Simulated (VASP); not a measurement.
The system is Ba.

```xyz
1
Lattice="-2.5065 2.5065 2.5065 2.5065 -2.5065 2.5065 2.5065 2.5065 -2.5065" Properties=species:S:1:pos:R:3 pbc="T T T"
Ba    0.0000    0.0000    0.0000
```

| Item | Value |
| --- | --- |
| Program | VASP 6.6.1 |
| Task | relaxation of cell and atoms |
| Functional | PBEsol |
| Potentials or basis | VASP PAW PBE potentials, release 64 (Ba_sv) |
| Cutoff | 600 eV |
| k mesh | 8 × 8 × 8 |
| Occupations | fermi-dirac, width 0.05 eV |
| Spin | no spin polarisation |

At the start: pressure -0.7 GPa; volume 62.99 Å³/atom.

Task: How do energy, volume and symmetry change on relaxing?

Result: Over 3 steps the energy falls by 10.0 meV/atom and the volume is 58.54 Å³/atom (-7.1 %); space group Im-3m (No. 229, to 0.05 Å).

Step by step:
| step | energy change (eV) | largest force (eV/Å) | pressure (GPa) | volume (Å³) |
| --- | --- | --- | --- | --- |
| 1 | 0.0000 | 0.0000 | -0.66 | 62.99 |
| 2 | -0.0075 | 0.0000 | -0.35 | 60.65 |
| 3 | -0.0100 | 0.0000 | -0.02 | 58.54 |

Final structure:
```xyz
1
Lattice="-2.4460 2.4460 2.4460 2.4460 -2.4460 2.4460 2.4460 2.4460 -2.4460" Properties=species:S:1:pos:R:3 pbc="T T T"
Ba    0.0000    0.0000    0.0000
```

Caveat: the PAW data sets were made with another functional, which shifts forces and pressure a little.
